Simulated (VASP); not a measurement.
# MgTe (P6_3mc) in VASP: G0W0 quasiparticle levels with PBE

Aim: the G0W0 quasiparticle levels of MgTe with PBE.

All numbers are computed with VASP 6.6.1; they aren't measurements. Logs are shortened: lines on timing, memory, paths and dates and some standing lists are left out, and cuts for length are marked.

## Step 1: The cell of the first run

The structure is hexagonal, space group P6_3mc (No. 186). The conventional cell has a = 4.578 Å, b = 4.578 Å, c = 7.456 Å, α = 90.00°, β = 90.00°, γ = 120.00°. Within 3.7 Å of Mg (site symmetry 3m) lie 4 Te at 2.80 Å. Te (site symmetry 3m) has 4 Mg at 2.80 Å within 3.7 Å.

## Step 2: G0W0 quasiparticle levels, PBE

The input, POSCAR:

```
MgTe
1.0
    4.5775104157      0.0000000000      0.0000000000
   -2.2887552078      3.9642403061      0.0000000000
    0.0000000000      0.0000000000      7.4555752496
Mg Te
2 2
Direct
    0.3333333333      0.6666666667      0.0043977368
    0.6666666667      0.3333333333      0.5043977368
    0.3333333333      0.6666666667      0.3806022632
    0.6666666667      0.3333333333      0.8806022632
```

The input, INCAR.step1:

```
SYSTEM = MgTe
PREC = Accurate ; ENCUT = 500
EDIFF = 1E-8 ; ISMEAR = 0
SIGMA = 0.01 ; LREAL = .FALSE.
LASPH = .TRUE. ; NELM = 60
ALGO = Normal ; LWAVE = .TRUE.
LCHARG = .FALSE. ; GGA = PE
```

The input, INCAR.step2:

```
SYSTEM = MgTe
PREC = Accurate ; ENCUT = 500
EDIFF = 1E-8 ; ISMEAR = 0
SIGMA = 0.01 ; LREAL = .FALSE.
LASPH = .TRUE. ; NELM = 1
ALGO = Exact ; LWAVE = .TRUE.
LCHARG = .FALSE. ; GGA = PE
NBANDS = 227 ; LOPTICS = .TRUE.
ISTART = 1
```

The input, INCAR.step3:

```
SYSTEM = MgTe
PREC = Accurate ; ENCUT = 500
EDIFF = 1E-8 ; ISMEAR = 0
SIGMA = 0.01 ; LREAL = .FALSE.
LASPH = .TRUE. ; ALGO = EVGW0
LWAVE = .FALSE. ; LCHARG = .FALSE.
GGA = PE ; NELMGW = 1
NBANDS = 227 ; ENCUTGW = 80.0
NOMEGA = 96 ; PRECFOCK = Fast
ISTART = 1 ; NBANDSGW = 16
OMEGAMAX = 20
```

The input, KPOINTS:

```
regular mesh
0
G
  6 6 2
  0 0 0
```

Potentials or basis: VASP PAW PBE potentials, release 64 (Mg_GW, Te_GW).

Launch:

```console
cat potpaw_PBE.64/Mg_GW/POTCAR potpaw_PBE.64/Te_GW/POTCAR > POTCAR
cp INCAR.step1 INCAR
mpirun -np 1 vasp_std > vasp.out
cp INCAR.step2 INCAR
mpirun -np 1 vasp_std > vasp.out
cp INCAR.step3 INCAR
mpirun -np 1 vasp_std > vasp.out
```

OUTCAR:

```text
SYSTEM = MgTe
   PREC = Accurate
   ENCUT = 500
   EDIFF = 1E-8
   ISMEAR = 0
   LREAL = .FALSE.
   LASPH = .TRUE.
   GGA = PE
   NELMGW = 1
   ENCUTGW = 80.0
   PRECFOCK = Fast
   ISTART = 1

 ion  position               nearest neighbor table
   1  0.333  0.667  0.004-   4 2.80   4 2.80   4 2.80   3 2.80
   2  0.667  0.333  0.504-   3 2.80   3 2.80   3 2.80   4 2.80
   3  0.333  0.667  0.381-   2 2.80   2 2.80   2 2.80   1 2.80
   4  0.667  0.333  0.881-   1 2.80   1 2.80   1 2.80   2 2.80

  LATTYP: Found a hexagonal cell.
 ALAT       =     4.5775104157
 C/A-ratio  =     1.6287402043

  Lattice vectors:

 A1 = (   4.5775104157,   0.0000000000,   0.0000000000)
 A2 = (  -2.2887552078,   3.9642403061,   0.0000000000)
 A3 = (   0.0000000000,   0.0000000000,   7.4555752496)

Analysis of symmetry for initial positions (statically):
=====================================================================
 Subroutine PRICEL returns:
 Original cell was already a primitive cell.

 Routine SETGRP: Setting up the symmetry group for a
 hexagonal supercell.

 Subroutine GETGRP returns: Found 12 space group operations
 (whereof  6 operations were pure point group operations)
 out of a pool of 24 trial point group operations.

The static configuration has the point symmetry C_3v.
 The point group associated with its full space group is C_6v.

Analysis of symmetry for dynamics (positions and initial velocities):
=====================================================================
 Subroutine PRICEL returns:
 Original cell was already a primitive cell.

 Routine SETGRP: Setting up the symmetry group for a
 hexagonal supercell.

 Subroutine GETGRP returns: Found 12 space group operations
 (whereof  6 operations were pure point group operations)
 out of a pool of 24 trial point group operations.

The dynamic configuration has the point symmetry C_3v.
 The point group associated with its full space group is C_6v.

 Subroutine INISYM returns: Found 12 space group operations
 (whereof  6 operations are pure point group operations),
 and found     1 'primitive' translations

----------------------------------------------------------------------------------------

                                     Primitive cell

  volume of cell :     135.2915

  direct lattice vectors                    reciprocal lattice vectors
     4.577510416  0.000000000  0.000000000     0.218459361  0.126127571  0.000000000
    -2.288755208  3.964240306  0.000000000     0.000000000  0.252255142  0.000000000
     0.000000000  0.000000000  7.455575250     0.000000000  0.000000000  0.134127813

  length of vectors
     4.577510416  4.577510416  7.455575250     0.252255142  0.252255142  0.134127813

  position of ions in fractional coordinates (direct lattice)
     0.333333333  0.666666667  0.004397737
     0.666666667  0.333333333  0.504397737
     0.333333333  0.666666667  0.380602263
     0.666666667  0.333333333  0.880602263

  ion indices of the primitive-cell ions
   primitive index   ion index
                 1           1
                 2           2
                 3           3
                 4           4

----------------------------------------------------------------------------------------

 KPOINTS: regular mesh

Automatic generation of k-mesh.
 Grid dimensions read from file:
 generate k-points for:    6    6    2

 Generating k-lattice:

  Cartesian coordinates                     Fractional coordinates (reciprocal lattice)
     0.036409893  0.021021262  0.000000000     0.166666667  0.000000000  0.000000000
     0.000000000  0.042042524  0.000000000     0.000000000  0.166666667  0.000000000
     0.000000000  0.000000000  0.067063906     0.000000000  0.000000000  0.500000000

  Length of vectors
     0.042042524  0.042042524  0.067063906

  Shift w.r.t. Gamma in fractional coordinates (k-lattice)
     0.000000000  0.000000000  0.000000000

 Subroutine IBZKPT returns following result:
 ===========================================

 Found     14 irreducible k-points:

 Following reciprocal coordinates:
            Coordinates               Weight
  0.000000  0.000000  0.000000      1.000000
  0.166667  0.000000  0.000000      6.000000
  0.333333  0.000000  0.000000      6.000000
  0.500000  0.000000  0.000000      3.000000
  0.166667  0.166667  0.000000      6.000000
  0.333333  0.166667  0.000000     12.000000
  0.333333  0.333333  0.000000      2.000000
  0.000000  0.000000  0.500000      1.000000
  0.166667  0.000000  0.500000      6.000000
  0.333333  0.000000  0.500000      6.000000
  0.500000  0.000000  0.500000      3.000000
  0.166667  0.166667  0.500000      6.000000
  0.333333  0.166667  0.500000     12.000000
  0.333333  0.333333  0.500000      2.000000
   k-points           NKPTS =     14   k-points in BZ     NKDIM =     72   number of bands    NBANDS=    227
   number of dos      NEDOS =    301   number of ions     NIONS =      4
   total plane-waves  NPLWV =  69984
   dimension x,y,z NGX =    36 NGY =   36 NGZ =   54
   dimension x,y,z NGXF=    72 NGYF=   72 NGZF=  108
   ions per type =               2   2
   NGX,Y,Z   is equivalent  to a cutoff of  13.07, 13.07, 12.04 a.u.
   NGXF,Y,Z  is equivalent  to a cutoff of  26.15, 26.15, 24.08 a.u.
 SYSTEM =  MgTe
   PREC   = accura    normal or accurate (medium, high low for compatibility)
   ISTART =      1    job   : 0-new  1-cont  2-samecut
   ICHARG =      0    charge: 1-file 2-atom 10-const
   ISPIN  =      1    spin polarized calculation?
   LNONCOLLINEAR =      F non collinear calculations
   LSORBIT =      F    spin-orbit coupling
   LASPH  =      T    aspherical Exc in radial PAW
   ENCUT  =  500.0 eV  36.75 Ry    6.06 a.u.   8.35  8.35 13.59*2*pi/ulx,y,z
   NELM   =     60;   NELMIN=  2; NELMDL=  0     # of ELM steps
   EDIFF  = 0.1E-07   stopping-criterion for ELM
   LREAL  =      F    real-space projection
   EDIFFG = 0.1E-06   stopping-criterion for IOM
   NSW    =      0    number of steps for IOM
   IBRION =     -1    ionic relax: 0-MD 1-quasi-New 2-CG
   NFREE  =      0    steps in history (QN), initial steepest desc. (CG)
   ISIF   =      0    stress and relaxation
   ISYM   =      3    0-nonsym 1-usesym 2-fastsym
   POTIM  = 0.5000    time-step for ionic-motion
   TEBEG  =    0.0;   TEEND  =   0.0 temperature during run
   PSTRESS=    0.0 pullay stress
   NELECT =      16.0000    total number of electrons
   NUPDOWN=      -1.0000    fix difference up-down
   EMIN   =  10.00;   EMAX   =-10.00  energy-range for DOS
   EFERMI =   0.00;   METHOD = LEGACY
   ISMEAR =     0;   SIGMA  =   0.01  broadening in eV -4-tet -1-fermi 0-gaus
   EFERMI_NEDOS =   21; number of points for ismear=-14 and -15
   IALGO  =     38    algorithm
   IMIX   =      4    mixing-type and parameters
     AMIX     =   0.40;   BMIX     =  1.00
     AMIX_MAG =   1.60;   BMIX_MAG =  1.00
  volume/ion in A,a.u.               =      33.82       228.25
  Fermi-wavevector in a.u.,A,eV,Ry     =   0.803572  1.518530  8.785657  0.645728
  Thomas-Fermi vector in A             =   1.911464
   LORBIT       =      0    0 simple, 1 ext, 2 COOP (PROOUT), +10 PAW based schemes
   GGA     = PE    functional components
   LHFCALC =     T    Hartree Fock is set to
   PRECFOCK=fast      Normal, Fast or Accurate (Low or Medium for compatibility)
   ENCUT4O =  -1.0   cutoff for four orbital integrals eV
   NKREDX  =     1    reduce k-point grid by
   NKREDY  =     1    reduce k-point grid by
   NKREDZ  =     1    reduce k-point grid by
   AEXX    =    1.0000 exact exchange contribution
   HFSCREEN=    0.0000 screening length (either q_TF or 0.3 A-1)
   HFSCREENC=   0.0000 screening length for correlation (either q_TF or 0.3 A-1)
   ENCUTFOCK=  -1.0 apply spherical cutoff to Coloumb kernel
   IVDW    =     0    specifies the selected vdW correction
   LEPSILON=     F    determine dielectric tensor
   LRPA    =     F    only Hartree local field effects (RPA)
   LRPAFORCE           =     F    calculate RPA forces
   ENCUTGW             =  80.0    cutoff for response function in eV
   ENCUTGWSOFT         =  64.0    soft cutoff for Coulomb kernel in GW response function in eV
   ENCUTLF             =  -1.0    cutoff for local field effects
   NELMGW              =     1    number of iterations in solving QP/BSE equation
   NELMHF              =     1    number of iterations in the inner HF iteration
   NKREDLFX            =     1    NKREDLFY  =   1   NKREDLFZ  =   1
 non-spin polarized calculation
 Gauss-broadening in eV      SIGMA  =   0.01
  energy-cutoff  :      500.00
  volume of cell :      135.29
 maximum number of plane-waves:      3460
 NGX is ok and might be reduce to    36
  NGX = 18; NGY = 18; NGZ = 30
   NGX = 17   NGY = 17   NGZ = 27
 maximum number of plane-waves:       233
 NGX is ok and might be reduce to    14

 QP shifts <psi_nk| G(iteration)W_0 |psi_nk>: iteration 1
 for sc-GW calculations column KS-energies equals QP-energies in previous step
 and V_xc(KS)=  KS-energies - (<T + V_ion + V_H > + <T+V_H+V_ion>^1  + <V_x>^1)

 k-point   1 :       0.0000    0.0000    0.0000
  band No.  KS-energies  QP-energies   sigma(KS)   V_xc(KS)     V^pw_x(r,r')   Z            occupation Imag(sigma)

      1      -8.3218      -8.8348     -11.4900     -10.7397     -17.1269       0.6837       2.0000       1.1168
      2      -7.7261      -8.1323     -11.7782     -11.1812     -17.2073       0.6804       2.0000       0.9895
      3      -1.3472      -2.2502     -10.0259      -8.7452     -12.3917       0.7051       2.0000       0.1143
      4       1.3980       0.6351     -11.2396     -10.2312     -12.6160       0.7565       2.0000       0.0479
      5       1.3980       0.6351     -11.2396     -10.2312     -12.6160       0.7565       2.0000       0.0479
      6       1.8763       1.1686     -11.4329     -10.5061     -12.6656       0.7635       2.0000       0.0430
[... 8 lines left out ...]
     15       8.1305       8.5738      -7.2031      -7.7902      -3.2976       0.7550       0.0000      -0.0906
     16       9.1428       9.5512      -7.0127      -7.5543      -3.0710       0.7540       0.0000      -0.1060

 k-point   2 :       0.1667    0.0000    0.0000
  band No.  KS-energies  QP-energies   sigma(KS)   V_xc(KS)     V^pw_x(r,r')   Z            occupation Imag(sigma)

      1      -8.2069      -8.6977     -11.5313     -10.8122     -17.1333       0.6826       2.0000       1.0939
      2      -7.6638      -8.0603     -11.8109     -11.2286     -17.2159       0.6808       2.0000       0.9747
      3      -1.1786      -2.0735     -10.0813      -8.8207     -12.3704       0.7098       2.0000       0.1072
      4       0.5543      -0.2588     -10.6358      -9.5467     -12.2043       0.7465       2.0000       0.0598
      5       0.9462       0.2120     -10.7685      -9.7942     -12.1571       0.7537       2.0000       0.0523
      6       1.1693       0.3820     -11.0898     -10.0466     -12.5241       0.7547       2.0000       0.0507
[... 8 lines left out ...]
     15       8.1884       8.5619      -7.0139      -7.5058      -3.1482       0.7594       0.0000      -0.0907
     16       8.6927       9.0835      -7.1529      -7.6741      -3.1324       0.7496       0.0000      -0.1043
[... 208 lines left out ...]
      5       0.4603      -0.3876     -10.6050      -9.4673     -12.2384       0.7453       2.0000       0.0623
      6       0.4603      -0.3876     -10.6050      -9.4673     -12.2384       0.7453       2.0000       0.0623
[... 8 lines left out ...]
     15       9.2982       9.7149      -7.4153      -7.9798      -3.2215       0.7379       0.0000      -0.1296
     16       9.2982       9.7149      -7.4153      -7.9798      -3.2215       0.7379       0.0000      -0.1296

 k-point  14 :       0.3333    0.3333    0.5000
  band No.  KS-energies  QP-energies   sigma(KS)   V_xc(KS)     V^pw_x(r,r')   Z            occupation Imag(sigma)

      1      -7.5817      -7.9668     -11.8632     -11.2979     -17.2324       0.6814       2.0000       0.9549
      2      -7.5817      -7.9668     -11.8632     -11.2979     -17.2324       0.6814       2.0000       0.9549
      3      -1.0545      -1.9214     -10.1990      -8.9826     -12.4380       0.7127       2.0000       0.1023
      4      -1.0545      -1.9214     -10.1990      -8.9826     -12.4380       0.7127       2.0000       0.1023
      5      -0.0330      -0.9266     -10.3358      -9.1218     -12.1405       0.7361       2.0000       0.0731
      6      -0.0330      -0.9266     -10.3358      -9.1218     -12.1405       0.7361       2.0000       0.0731
[... 8 lines left out ...]
     15       9.2697       9.5759      -7.0573      -7.4642      -3.0616       0.7526       0.0000      -0.1131
     16       9.2697       9.5759      -7.0573      -7.4642      -3.0616       0.7526       0.0000      -0.1131
```

Run time: 24 min. Hardware: 1 thread of Intel Xeon 6975P-C (Granite Rapids), shared host; peak memory 3.6 GiB.

What came out:

- Quasiparticle gap: 3.68 eV
- Least direct quasiparticle gap: 3.68 eV
- Band gap of the starting levels on the mesh: 2.45 eV
- Least direct gap of the starting levels on the mesh: 2.45 eV

Caveat: the k points lie up to 0.42 Å⁻¹ apart; bands, screening cutoff and mesh are small and nothing is extrapolated, so the quasiparticle values aren't converged; spin-orbit coupling is left out, which moves the levels of the heavy elements.
